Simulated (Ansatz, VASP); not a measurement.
**One calculation of LaBe2, two programs**

```
La Be
1.0
     4.13200    0.00000    0.00000
    -2.06600    3.57842    0.00000
     0.00000    0.00000    8.24578
La Be
2 4
Direct
  0.00000 0.00000 0.72783
  0.33333 0.66667 0.12469
  0.50041 0.49959 0.45356
  0.50041 0.00081 0.45356
  0.99919 0.49959 0.45356
  0.00000 0.00000 0.37022
```

Alike in both runs: functional PBE; k mesh 12 × 12 × 6; occupations gaussian, width 0.01 eV; no spin polarisation.

Ansatz relaxed the structure, and its values are those at the end. VASP's run is a single point on that final structure, the one shown.

|  | VASP | Ansatz |
| --- | --- | --- |
| version | VASP 6.6.1 | Ansatz 0.2.0 |
| potentials or method | VASP PAW PBE potentials, release 64 (La, Be), cutoff 520 eV | scalar-relativistic, plane waves, PAW |
| valence electrons in the cell | 30 | 30 |

```tsv
	VASP	Ansatz	Ansatz less VASP
gap on the k mesh at the Fermi level (eV)	none	none	-
pressure (GPa)	0.1	0.0	-0.03
rms of the force components (eV/Å)	0.005	0.002	-0.0027
```

A gap of «none» marks a metal or a gap that the smearing closes. With one functional, cell and mesh, what is left measures potentials, basis and numerics.

Spin-orbit coupling is off throughout.
